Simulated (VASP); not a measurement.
# SiC in VASP: notebook

SiC is run at these levels: PBEsol; tasks: relaxation of cell and atoms, single point.

Program: VASP 6.6.1. These are calculated values, not measurements. Logs are shortened: lines on timing, memory, paths and dates and some standing lists are left out, and cuts for length are marked.

### 1 The cell of the first run

Symmetry: Cmc2_1, No. 36, orthorhombic system. Conventional cell: a = 3.078 Å, b = 5.335 Å, c = 15.122 Å, α = 90.00°, β = 90.00°, γ = 90.00°. Si (site symmetry m) has 4 C at 1.87 to 1.91 Å within 2.5 Å. Si (site symmetry m) has 4 C at 1.87 to 1.92 Å within 2.5 Å. Within 2.5 Å of Si (site symmetry m) lie 4 C at 1.87 to 1.92 Å. C (site symmetry m) has 4 Si at 1.87 to 1.92 Å within 2.5 Å. C (site symmetry m) has 4 Si at 1.87 to 1.92 Å within 2.5 Å. C (site symmetry m) has 4 Si at 1.87 to 1.91 Å within 2.5 Å.

### 2 Relaxation of cell and atoms, PBEsol

The input, INCAR:

```
PREC = Accurate
ENCUT = 600
EDIFF = 1E-7
ISMEAR = 0
SIGMA = 0.1
LREAL = F
LASPH = T
NELM = 60
ALGO = Normal
ISIF = 3
LWAVE = F
LCHARG = F
GGA = PS
IBRION = 2
NSW = 100
EDIFFG = -0.05
```

The input, KPOINTS:

```
Automatic mesh
0
Gamma
  8 8 2
```

The input, POSCAR:

```
SiC
1.0
    1.5389000000     -2.6675000000      0.0000000000
    1.5389000000      2.6675000000      0.0000000000
    0.0000000000      0.0000000000     15.1219000000
Si C
6 6
Direct
    0.1673000000      0.8327000000      0.3580000000
    0.8327000000      0.1673000000      0.8580000000
    0.5007000000      0.4993000000      0.0241000000
    0.4993000000      0.5007000000      0.5241000000
    0.8357000000      0.1643000000      0.1912400000
    0.1643000000      0.8357000000      0.6912400000
    0.4960000000      0.5040000000      0.1503000000
    0.5040000000      0.4960000000      0.6503000000
    0.1600000000      0.8400000000      0.4817000000
    0.8400000000      0.1600000000      0.9817000000
    0.8290000000      0.1710000000      0.3168000000
    0.1710000000      0.8290000000      0.8168000000
```

Potentials or basis: VASP PAW PBE potentials, release 64 (Si, C).

Launch:

```sh
> cat potpaw_PBE.64/Si/POTCAR potpaw_PBE.64/C/POTCAR > POTCAR
> mpirun -np 1 vasp_std > vasp.out
```

OUTCAR:

```text
PREC = Accurate
   ENCUT = 600
   EDIFF = 1E-7
   ISMEAR = 0
   LREAL = F
   LASPH = T
   NELM = 60
   ISIF = 3
   GGA = PS
   IBRION = 2
   NSW = 100
   EDIFFG = -0.05

 ion  position               nearest neighbor table
   1  0.167  0.833  0.358-  11 1.87  11 1.87   9 1.87  11 1.91   4 3.07   4 3.08   4 3.08   5 3.08
                             5 3.09   5 3.09
   2  0.833  0.167  0.858-  12 1.87  12 1.87  10 1.87  12 1.91   3 3.07   3 3.08   3 3.08   6 3.08
                             6 3.09   6 3.09
   3  0.501  0.499  0.024-  10 1.87  10 1.87   7 1.91  10 1.92   2 3.07   2 3.08   2 3.08   5 3.09
                             5 3.09   5 3.10
   4  0.499  0.501  0.524-   9 1.87   9 1.87   8 1.91   9 1.92   1 3.07   1 3.08   1 3.08   6 3.09
                             6 3.09   6 3.10
   5  0.836  0.164  0.191-   7 1.87   7 1.87  11 1.90   7 1.92   1 3.08   3 3.09   3 3.09   1 3.09
                             1 3.09   3 3.10
   6  0.164  0.836  0.691-   8 1.87   8 1.87  12 1.90   8 1.92   2 3.08   4 3.09   4 3.09   2 3.09
                             2 3.09   4 3.10
   7  0.496  0.504  0.150-   5 1.87   5 1.87   3 1.91   5 1.92
   8  0.504  0.496  0.650-   6 1.87   6 1.87   4 1.91   6 1.92
   9  0.160  0.840  0.482-   1 1.87   4 1.87   4 1.87   4 1.92
  10  0.840  0.160  0.982-   2 1.87   3 1.87   3 1.87   3 1.92
  11  0.829  0.171  0.317-   1 1.87   1 1.87   5 1.90   1 1.91
  12  0.171  0.829  0.817-   2 1.87   2 1.87   6 1.90   2 1.91

  LATTYP: Found a base centered orthorhombic cell.
 ALAT       =     3.0778000000
 B/A-ratio  =     1.7333809864
 C/A-ratio  =     4.9132172331

  Lattice vectors:

 A1 = (   1.5389000000,  -2.6675000000,   0.0000000000)
 A2 = (   1.5389000000,   2.6675000000,   0.0000000000)
 A3 = (   0.0000000000,   0.0000000000,  15.1219000000)

Analysis of symmetry for initial positions (statically):
=====================================================================
 Subroutine PRICEL returns:
 Original cell was already a primitive cell.

 Routine SETGRP: Setting up the symmetry group for a
 base centered orthorhombic supercell.

 Subroutine GETGRP returns: Found  4 space group operations
 (whereof  2 operations were pure point group operations)
 out of a pool of  8 trial point group operations.

The static configuration has the point symmetry C_1h.
 The point group associated with its full space group is C_2v.

Analysis of symmetry for dynamics (positions and initial velocities):
=====================================================================
 Subroutine PRICEL returns:
 Original cell was already a primitive cell.

 Routine SETGRP: Setting up the symmetry group for a
 base centered orthorhombic supercell.

[... 132 lines left out ...]
   ISYM   =      2    0-nonsym 1-usesym 2-fastsym
   POTIM  = 0.5000    time-step for ionic-motion
   TEBEG  =    0.0;   TEEND  =   0.0 temperature during run
   PSTRESS=    0.0 pullay stress
   NELECT =      48.0000    total number of electrons
   NUPDOWN=      -1.0000    fix difference up-down
   EMIN   =  10.00;   EMAX   =-10.00  energy-range for DOS
   EFERMI =   0.00;   METHOD = LEGACY
   ISMEAR =     0;   SIGMA  =   0.10  broadening in eV -4-tet -1-fermi 0-gaus
   EFERMI_NEDOS =   21; number of points for ismear=-14 and -15
   IALGO  =     38    algorithm
   IMIX   =      4    mixing-type and parameters
     AMIX     =   0.40;   BMIX     =  1.00
     AMIX_MAG =   1.60;   BMIX_MAG =  1.00
  volume/ion in A,a.u.               =      10.35        69.82
  Fermi-wavevector in a.u.,A,eV,Ry     =   1.192628  2.253739 19.352390  1.422361
  Thomas-Fermi vector in A             =   2.328661
   LORBIT       =      0    0 simple, 1 ext, 2 COOP (PROOUT), +10 PAW based schemes
   GGA     = PS    functional components
   LHFCALC =     F    Hartree Fock is set to
   AEXX    =    0.0000 exact exchange contribution
   IVDW    =     0    specifies the selected vdW correction
   LEPSILON=     F    determine dielectric tensor
   LRPA    =     F    only Hartree local field effects (RPA)
 conjugate gradient relaxation of ions
 non-spin polarized calculation
 Gauss-broadening in eV      SIGMA  =   0.10
  energy-cutoff  :      600.00
  volume of cell :      124.15
 maximum number of plane-waves:      4172
 NGX is ok and might be reduce to    28
   NGX = 13   NGY = 13   NGZ = 61

--------------------------------------- Ionic step        1  -------------------------------------------

 number of electron      48.0000000 magnetization

 Free energy of the ion-electron system (eV)
  ---------------------------------------------------
  ext. energy  EPLUGINS =         0.00000000
  ---------------------------------------------------
  free energy    TOTEN  =       -95.44042958 eV

  energy without entropy =      -95.44042958  energy(sigma->0) =      -95.44042958

------------------------ aborting loop because EDIFF is reached ----------------------------------------

  FORCE on cell =-STRESS in cart. coord.  units (eV):
  Direction    XX          YY          ZZ          XY          YZ          ZX
  --------------------------------------------------------------------------------------
  -------------------------------------------------------------------------------------
  Total        1.8251304     -1.2274383     -0.2576846      0.0000000      0.0000000      0.0000000
  in kB       23.5533835    -15.8401423     -3.3254302      0.0000000      0.0000000      0.0000000
  external PRESSURE =       1.4626037 kB  Pullay stress =       0.0000000 kB
[... 217 lines left out ...]
--------------------------------------- Ionic step        6  -------------------------------------------

 number of electron      48.0000000 magnetization

 Free energy of the ion-electron system (eV)
  ---------------------------------------------------
  ext. energy  EPLUGINS =         0.00000000
  ---------------------------------------------------
  free energy    TOTEN  =       -95.50712711 eV

  energy without entropy =      -95.50712711  energy(sigma->0) =      -95.50712711

 E-fermi :   8.5776     XC(G=0): -11.5016

 val. band max:        8.1052819658   @ k =   0.0000   0.0000   0.0000
 cond. band min:      10.0039040623   @ k =   0.5000   0.5000   0.0000
 fundamental gap:      1.8986220965
 Fermi energy:         8.5775771658

 k-point     1 :       0.0000    0.0000    0.0000
  band No.  band energies     occupation
      1      -7.3760      2.00000
      2      -6.8511      2.00000
      3      -6.8173      2.00000
      4      -5.3121      2.00000
      5      -5.2819      2.00000
      6      -3.7691      2.00000
[... 805 lines left out ...]
     30      14.0245      0.00000
     31      14.5794      0.00000

 [... further k-points ...]
[... 5 lines left out ...]
  --------------------------------------------------------------------------------------
  -------------------------------------------------------------------------------------
  Total        0.0052430     -0.2686535      0.0650122      0.0000000      0.0000000      0.0000000
  in kB        0.0676397     -3.4659174      0.8387268      0.0000000      0.0000000      0.0000000
  external PRESSURE =      -0.8531837 kB  Pullay stress =       0.0000000 kB
[... 27 lines left out ...]
  FREE ENERGIE OF THE ION-ELECTRON SYSTEM (eV)
  ---------------------------------------------------
  free  energy   TOTEN  =       -95.5071271138 eV

  energy  without entropy=      -95.5071271138  energy(sigma->0) =      -95.50712711

 reached required accuracy - stopping structural energy minimisation
```

OSZICAR:

```text
N       E                     dE             d eps       ncg     rms          rms(c)
DAV:   1     0.151540006905E+03    0.15154E+03   -0.24129E+04  2604   0.157E+03
DAV:   2    -0.930410517742E+02   -0.24458E+03   -0.23234E+03  3434   0.241E+02
DAV:   3    -0.105994377757E+03   -0.12953E+02   -0.12871E+02  3192   0.565E+01
[... 52 lines left out ...]
DAV:   3    -0.955071337853E+02    0.71007E-04   -0.12704E-04  3202   0.684E-02    0.191E-02
DAV:   4    -0.955071278361E+02    0.59492E-05   -0.50320E-05  3226   0.356E-02    0.878E-03
DAV:   5    -0.955071274477E+02    0.38846E-06   -0.39484E-06  3294   0.111E-02    0.552E-03
DAV:   6    -0.955071272051E+02    0.24259E-06   -0.45215E-07  2916   0.363E-03    0.186E-03
DAV:   7    -0.955071271138E+02    0.91248E-07   -0.14189E-07  1906   0.212E-03
   6 F= -.95507127E+02 E0= -.95507127E+02  d E =-.311178E-03
```

CONTCAR:

```text
SiC
   1.00000000000000
     1.5396993676581137   -2.6690903072095153    0.0000000000000000
     1.5396993676581137    2.6690903072095153    0.0000000000000000
     0.0000000000000000    0.0000000000000000   15.1096962178400158
  Si              C
     6     6
Direct
     0.1647720697965350    0.8352279302034650    0.3577029439448821
     0.8352279302034650    0.1647720697965350    0.8577029439448820
     0.5025305822597137    0.4974694177402865    0.0245158866668447
     0.4974694177402865    0.5025305822597137    0.5245158866668446
     0.8325156879504125    0.1674843120495875    0.1912303006152414
     0.1674843120495875    0.8325156879504125    0.6912303006152414
     0.4994301067488590    0.5005698932511410    0.1497982637281609
     0.5005698932511410    0.4994301067488590    0.6497982637281610
     0.1639109470578165    0.8360890529421835    0.4827190441858152
     0.8360890529421835    0.1639109470578165    0.9827190441858153
     0.8316075068321848    0.1683924931678153    0.3161735608590559
     0.1683924931678153    0.8316075068321848    0.8161735608590560

  0.00000000E+00  0.00000000E+00  0.00000000E+00
  0.00000000E+00  0.00000000E+00  0.00000000E+00
  0.00000000E+00  0.00000000E+00  0.00000000E+00
  0.00000000E+00  0.00000000E+00  0.00000000E+00
  0.00000000E+00  0.00000000E+00  0.00000000E+00
  0.00000000E+00  0.00000000E+00  0.00000000E+00
  0.00000000E+00  0.00000000E+00  0.00000000E+00
  0.00000000E+00  0.00000000E+00  0.00000000E+00
  0.00000000E+00  0.00000000E+00  0.00000000E+00
  0.00000000E+00  0.00000000E+00  0.00000000E+00
  0.00000000E+00  0.00000000E+00  0.00000000E+00
  0.00000000E+00  0.00000000E+00  0.00000000E+00
```

Run time: 24 min. Hardware: 1 thread of AMD EPYC 7R43 (Zen 3), shared host; peak memory 0.35 GiB.

What came out:

| Property | Result |
| --- | --- |
| Free energy | -95.5071 eV |
| Relaxed volume | 10.35 Å³/atom |
| Relaxed cell | a = 3.081 Å, b = 3.081 Å, c = 15.110 Å, α = 90.00°, β = 90.00°, γ = 120.04° |
| Space group after relaxing (to 0.1 Å) | P6_3mc (No. 186) |
| Energy gained by relaxing | 5.6 meV/atom |
| Ionic steps | 6 |
| Pressure after relaxing | -0.1 GPa |
| Largest force after relaxing | 0.040 eV/Å |
| Band gap on the k mesh | 1.90 eV (least direct gap 3.00 eV) |

Forces on the atoms (eV/Å):
```
Si   0.000 -0.002  0.000
Si   0.000  0.002  0.000
Si   0.000  0.018 -0.016
Si   0.000 -0.018 -0.016
Si   0.000 -0.009 -0.023
Si   0.000  0.009 -0.023
C    0.000 -0.021  0.027
C    0.000  0.021  0.027
C    0.000 -0.039 -0.005
C    0.000  0.039 -0.005
C    0.000 -0.008  0.018
C    0.000  0.008  0.018
```

The path:
```csv
step,energy change (eV),largest force (eV/Å),pressure (GPa),volume (Å³)
1,0.0000,0.7242,0.15,124.15
2,-0.0022,0.7625,-0.12,124.32
3,-0.0618,0.1498,-0.16,124.24
4,-0.0664,0.0610,0.13,124.07
5,-0.0664,0.0611,0.13,124.07
6,-0.0667,0.0397,-0.09,124.19
```

Final structure:
```cif
data_structure
_symmetry_space_group_name_H-M 'P 1'
_symmetry_Int_Tables_number 1
_cell_length_a 3.0813
_cell_length_b 3.0813
_cell_length_c 15.1097
_cell_angle_alpha 90.000
_cell_angle_beta 90.000
_cell_angle_gamma 120.042
_cell_volume 124.19
loop_
_atom_site_label
_atom_site_type_symbol
_atom_site_fract_x
_atom_site_fract_y
_atom_site_fract_z
_atom_site_occupancy
Si1 Si 0.16477 0.83523 0.35770 1
Si2 Si 0.83523 0.16477 0.85770 1
Si3 Si 0.50253 0.49747 0.02452 1
Si4 Si 0.49747 0.50253 0.52452 1
Si5 Si 0.83252 0.16748 0.19123 1
Si6 Si 0.16748 0.83252 0.69123 1
C1 C 0.49943 0.50057 0.14980 1
C2 C 0.50057 0.49943 0.64980 1
C3 C 0.16391 0.83609 0.48272 1
C4 C 0.83609 0.16391 0.98272 1
C5 C 0.83161 0.16839 0.31617 1
C6 C 0.16839 0.83161 0.81617 1
```

Levels at points of the mesh, in eV from the valence-band top:
| k point | band 20 | band 21 | band 22 | band 23 | band 24 | band 25 | band 26 | band 27 | band 28 | band 29 |
| --- | --- | --- | --- | --- | --- | --- | --- | --- | --- | --- |
| (0.00, 0.00, 0.00) | -0.32 | -0.30 | -0.04 | -0.01 | 0.00 | 5.10 | 5.27 | 5.68 | 6.19 | 6.25 |
| (0.50, 0.00, 0.00) | -2.28 | -1.83 | -1.81 | -1.69 | -1.11 | 1.91 | 2.09 | 3.08 | 3.78 | 4.47 |
| (0.50, 0.50, 0.00) | -2.30 | -1.82 | -1.79 | -1.69 | -1.10 | 1.90 | 2.10 | 3.10 | 3.78 | 4.48 |
| (0.00, 0.00, 0.50) | -0.64 | -0.11 | -0.11 | -0.10 | -0.10 | 5.17 | 5.17 | 5.91 | 5.91 | 6.59 |
| (0.50, 0.00, 0.50) | -2.38 | -1.73 | -1.73 | -1.32 | -1.32 | 1.94 | 1.94 | 3.31 | 3.31 | 4.71 |
| (0.50, 0.50, 0.50) | -2.37 | -1.74 | -1.74 | -1.31 | -1.31 | 1.95 | 1.95 | 3.32 | 3.32 | 4.73 |

Caveat: the PAW data sets were made with another functional, which shifts forces and pressure a little; the relaxation stopped at a loose force limit of 0.05 eV/Å, so its end isn't a converged minimum. PBEsol gaps usually lie below the measured ones, often by a third to a half.

(Part 1 of 2 ends here.)
